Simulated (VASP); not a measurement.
# Al3Ga5N8 (P1) in VASP: single point with PBEsol

Aim: the single point of Al3Ga5N8 with PBEsol.

All numbers are computed with VASP 6.6.1; they aren't measurements. Logs are shortened: lines on timing, memory, paths and dates and some standing lists are left out, and cuts for length are marked.

### Step 1. The cell of the first run

The typed cell holds 32 atoms: a = 6.313 Å, b = 5.467 Å, c = 10.218 Å, α = 90.00°, β = 90.00°, γ = 90.00°.

### Step 2. Single point, PBEsol

Contents of INCAR:

```
SYSTEM = Al3Ga5N8
PREC = Accurate
ENCUT = 520
EDIFF = 1E-6
ISMEAR = -1
SIGMA = 0.05
LREAL = Auto
LASPH = .True.
NELM = 100
ALGO = Normal
ISIF = 2
LWAVE = .False.
LCHARG = .False.
GGA = PS
NBANDS = 136
NELECT = 229.0
```

Contents of KPOINTS:

```
Automatic mesh
0
Gamma
  2 2 2
  0.5 0.5 0.5
```

Contents of POSCAR:

```
Al3Ga5N8
1.0
    6.3131050000      0.0000000000      0.0000000000
    0.0000000000      5.4673090000      0.0000000000
    0.0000000000      0.0000000000     10.2176480000
Ga Al N
10 6 16
Direct
    0.2362740000      0.1744870000      0.2538340000
    0.0143870000      0.6657780000      0.2530010000
    0.7711340000      0.1515670000      0.2619180000
    0.5096850000      0.6312400000      0.2547210000
    0.0076230000      0.3480950000      0.0106160000
    0.4915630000      0.3023520000      0.5104460000
    0.4875780000      0.3157450000      0.0002160000
    0.2716490000      0.8016170000      0.4988090000
    0.2404800000      0.8337180000      0.9997970000
    0.7782640000      0.8380400000      0.0080890000
    0.2316510000      0.1580260000      0.7440810000
    0.9878850000      0.6495610000      0.7520020000
    0.7783480000      0.1848350000      0.7553250000
    0.5161960000      0.6751960000      0.7429240000
    0.0003080000      0.3196490000      0.5081120000
    0.7612670000      0.8359780000      0.5043300000
    0.9982080000      0.3470420000      0.1945600000
    0.9800010000      0.3127460000      0.6665770000
    0.4980170000      0.3279590000      0.1989800000
    0.5402670000      0.3583040000      0.6934530000
    0.2514570000      0.8101730000      0.1960160000
    0.2696560000      0.8573410000      0.6960290000
    0.7864850000      0.8264070000      0.1960180000
    0.7766680000      0.8445050000      0.6930090000
    0.2487850000      0.1714480000      0.4295550000
    0.2400380000      0.1744680000      0.9267300000
    0.0045960000      0.6733850000      0.4426310000
    0.0095510000      0.6872180000      0.9225690000
    0.7380700000      0.1877330000      0.4322960000
    0.7398270000      0.1237940000      0.9510480000
    0.4988630000      0.6603140000      0.4463300000
    0.4996840000      0.6761010000      0.9399880000
```

Potentials or basis: VASP PAW PBE potentials, release 64 (Ga_d, Al, N).

The run is started by

```
> cat potpaw_PBE.64/Ga_d/POTCAR potpaw_PBE.64/Al/POTCAR potpaw_PBE.64/N/POTCAR > POTCAR
> mpirun -np 1 vasp_std > vasp.out
```

OUTCAR:

```text
SYSTEM = Al3Ga5N8
   PREC = Accurate
   ENCUT = 520
   EDIFF = 1E-6
   ISMEAR = -1
   LREAL = Auto
   LASPH = .True.
   NELM = 100
   ISIF = 2
   GGA = PS
   NELECT = 229.0

 ion  position               nearest neighbor table
   1  0.236  0.174  0.254-  25 1.80  17 1.88  19 1.94  21 2.08  15 3.10
   2  0.014  0.666  0.253-  23 1.78  21 1.79  17 1.84  27 1.94
   3  0.771  0.152  0.262-  29 1.76  23 1.90  17 1.92  19 2.08  16 3.02  15 3.04
   4  0.510  0.631  0.255-  19 1.75  31 1.97  21 1.99  23 2.13
   5  0.008  0.348  0.011-  17 1.88  26 1.95  28 2.06  30 2.18  13 3.11  12 3.12
   6  0.492  0.302  0.510-  29 1.86  25 1.88  20 1.92  31 2.06  11 3.00  16 3.07  15 3.10  14 3.13

   7  0.488  0.316  0.000-  26 1.90  30 1.97  19 2.03  32 2.07
   8  0.272  0.802  0.499-  31 1.72  27 1.91  22 2.04  25 2.15  14 3.01  16 3.10
   9  0.240  0.834  1.000-  28 1.84  32 1.95  26 2.01  21 2.01  10 2.92
  10  0.778  0.838  0.008-  30 1.69  28 1.89  23 1.92  32 2.09   9 2.92  12 3.11
  11  0.232  0.158  0.744-  22 1.73  26 1.87  18 1.97  20 2.29  13 2.87  15 2.95   6 3.00  12 3.10
                            12 3.18  14 3.19  14 3.35
  12  0.988  0.650  0.752-  28 1.76  24 1.81  18 2.04  22 2.19  13 2.86  14 2.98  15 3.08  16 3.08
                            11 3.10  10 3.11   5 3.12  11 3.18  13 3.21  14 3.34
  13  0.778  0.185  0.755-  18 1.71  20 1.89  24 1.97  30 2.04  12 2.86  11 2.87  15 2.98   5 3.11
                            14 3.15  16 3.20  12 3.21  14 3.24
  14  0.516  0.675  0.743-  20 1.81  22 1.91  24 1.95  32 2.02  12 2.98   8 3.01  16 3.02   6 3.13
                            13 3.15  11 3.19  13 3.24  12 3.34  11 3.35
  15  0.000  0.320  0.508-  18 1.62  25 1.94  29 1.96  27 2.05  11 2.95  13 2.98   3 3.04  16 3.04
                            12 3.08   1 3.10   6 3.10  16 3.20
  16  0.761  0.836  0.504-  27 1.88  24 1.93  31 2.00  29 2.06  14 3.02   3 3.02  15 3.04   6 3.07
                            12 3.08   8 3.10  13 3.20  15 3.20
  17  0.998  0.347  0.195-   2 1.84   1 1.88   5 1.88   3 1.92
  18  0.980  0.313  0.667-  15 1.62  13 1.71  11 1.97  12 2.04
  19  0.498  0.328  0.199-   4 1.75   1 1.94   7 2.03   3 2.08
  20  0.540  0.358  0.693-  14 1.81  13 1.89   6 1.92  11 2.29
  21  0.251  0.810  0.196-   2 1.79   4 1.99   9 2.01   1 2.08
  22  0.270  0.857  0.696-  11 1.73  14 1.91   8 2.04  12 2.19
[... 8 lines left out ...]
  31  0.499  0.660  0.446-   8 1.72   4 1.97  16 2.00   6 2.06
  32  0.500  0.676  0.940-   9 1.95  14 2.02   7 2.07  10 2.09

  LATTYP: Found a simple orthorhombic cell.
 ALAT       =     5.4673090000
 B/A-ratio  =     1.1547006032
 C/A-ratio  =     1.8688623599

  Lattice vectors:

 A1 = (   0.0000000000,  -5.4673090000,   0.0000000000)
 A2 = (   6.3131050000,   0.0000000000,   0.0000000000)
 A3 = (   0.0000000000,   0.0000000000,  10.2176480000)

Analysis of symmetry for initial positions (statically):
=====================================================================
 Subroutine PRICEL returns:
 Original cell was already a primitive cell.

[... 174 lines left out ...]
   EFERMI =   0.00;   METHOD = LEGACY
   ISMEAR =    -1;   SIGMA  =   0.05  broadening in eV -4-tet -1-fermi 0-gaus
   EFERMI_NEDOS =   21; number of points for ismear=-14 and -15
   IALGO  =     38    algorithm
   IMIX   =      4    mixing-type and parameters
     AMIX     =   0.40;   BMIX     =  1.00
     AMIX_MAG =   1.60;   BMIX_MAG =  1.00
  volume/ion in A,a.u.               =      11.02        74.37
  Fermi-wavevector in a.u.,A,eV,Ry     =   1.417634  2.678940 27.343442  2.009686
  Thomas-Fermi vector in A             =   2.538844
   LORBIT       =      0    0 simple, 1 ext, 2 COOP (PROOUT), +10 PAW based schemes
   GGA     = PS    functional components
   LHFCALC =     F    Hartree Fock is set to
   AEXX    =    0.0000 exact exchange contribution
   IVDW    =     0    specifies the selected vdW correction
   LEPSILON=     F    determine dielectric tensor
   LRPA    =     F    only Hartree local field effects (RPA)
 non-spin polarized calculation
  energy-cutoff  :      520.00
  volume of cell :      352.67
 maximum number of plane-waves:      9483
 NGX is ok and might be reduce to    48
   NGX = 23   NGY = 21   NGZ = 37

 number of electron     228.9999985 magnetization

 Free energy of the ion-electron system (eV)
  ---------------------------------------------------
  ext. energy  EPLUGINS =         0.00000000
  ---------------------------------------------------
  free energy    TOTEN  =      -207.96655498 eV

  energy without entropy =     -207.91158277  energy(sigma->0) =     -207.93906887

 E-fermi :   9.3321     XC(G=0): -11.6847

 val. band max:        9.2846125750   @ k =  -0.2500   0.2500  -0.2500
 cond. band min:       9.3474083353   @ k =  -0.2500  -0.2500   0.2500
 fundamental gap:      0.0627957602
 Fermi energy:         9.3320770738

 k-point     1 :       0.2500    0.2500    0.2500
  band No.  band energies     occupation
      1     -10.3467      2.00000
      2      -9.9293      2.00000
      3      -9.7811      2.00000
      4      -9.5720      2.00000
      5      -9.4753      2.00000
      6      -9.3985      2.00000
[... 505 lines left out ...]
    125      11.3051      0.00000
    126      11.6248      0.00000
 [bands above 126 left out]

------------------------ aborting loop because EDIFF is reached ----------------------------------------

  FORCE on cell =-STRESS in cart. coord.  units (eV):
  Direction    XX          YY          ZZ          XY          YZ          ZX
  --------------------------------------------------------------------------------------
  -------------------------------------------------------------------------------------
  Total       26.3917156     27.6981358     38.8978057     -4.8251603      2.2967357     -4.2638932
  in kB      119.8976403    125.8327107    176.7128437    -21.9207170     10.4340769    -19.3708793
  external PRESSURE =     140.8143982 kB  Pullay stress =       0.0000000 kB

 VOLUME and BASIS-vectors are now :
 -----------------------------------------------------------------------------
  energy-cutoff  :      520.00
  volume of cell :      352.67
      direct lattice vectors                 reciprocal lattice vectors
     6.313105000  0.000000000  0.000000000     0.158400660  0.000000000  0.000000000
     0.000000000  5.467309000  0.000000000     0.000000000  0.182905338  0.000000000
     0.000000000  0.000000000 10.217648000     0.000000000  0.000000000  0.097869882

 POSITION                                       TOTAL-FORCE (eV/Angst)
 -----------------------------------------------------------------------------------
      1.49162      0.95397      2.59359         1.653676     -1.604361     -1.490051
      0.09083      3.64001      2.58508        -0.024476     -0.588956      2.163507
      4.86825      0.82866      2.67619        -1.631547      0.322881     -2.916845
      3.21769      3.45118      2.60265         0.335635      3.774874      0.401857
      0.04812      1.90314      0.10847        -1.133975     -0.529554     -1.762038
      3.10329      1.65305      5.21556         0.241111      1.695585     -0.099201
[... 24 lines left out ...]
      3.14937      3.61014      4.56044         4.366404     -1.238281     -0.881629
      3.15456      3.69645      9.60447         0.715434     -1.073193     -0.304955
 -----------------------------------------------------------------------------------
    total drift:                               -0.005879      0.004121      0.015583

  FREE ENERGIE OF THE ION-ELECTRON SYSTEM (eV)
  ---------------------------------------------------
  free  energy   TOTEN  =      -207.9665549786 eV

  energy  without entropy=     -207.9115827702  energy(sigma->0) =     -207.93906887
```

It took 6.6 min on 1 thread of Intel Xeon Platinum 8488C (Sapphire Rapids), shared host; peak memory 0.45 GiB.

Results:

```
Free energy   : -207.9666 eV
Largest force : 7.661 eV/Å
```

Forces on the atoms (eV/Å):
```
Ga   1.654 -1.604 -1.490
Ga  -0.024 -0.589  2.164
Ga  -1.632  0.323 -2.917
Ga   0.336  3.775  0.402
Ga  -1.134 -0.530 -1.762
Ga   0.241  1.696 -0.099
Ga   1.376  1.462  0.092
Ga  -3.708  3.155  1.524
Ga   2.413  0.382  0.417
Ga  -1.839 -4.598  0.999
Al   1.423  2.377  0.329
Al   1.512  0.470 -2.252
Al  -3.983 -2.647  2.173
Al  -0.038  1.179  2.027
Al   0.151  1.071 -7.304
Al  -0.500  0.095 -0.238
N   -0.196 -1.121 -0.694
N    3.781  1.990  6.247
N    0.528 -3.137 -2.141
N   -1.840 -1.670  0.401
N    2.247  2.118 -1.309
N   -0.388 -3.650 -1.471
N   -3.170  0.511 -0.436
N   -1.600  0.578 -1.067
N   -1.395 -0.819  3.202
N   -0.635 -0.174  0.737
N   -0.467 -1.274  0.990
N   -0.606 -2.192  2.120
N    2.064 -1.940  3.459
N    0.347  7.075 -2.917
N    4.366 -1.238 -0.882
N    0.715 -1.073 -0.305
```

Caveat: the k points lie up to 0.57 Å⁻¹ apart, too coarse for converged energies and pressures of a metal; the cell carries a net charge on a neutralising background, which shifts energy and pressure; the cell is charged against a uniform background, so pressure and absolute levels hang on convention; the PAW data sets were made with another functional, which shifts forces and pressure a little.
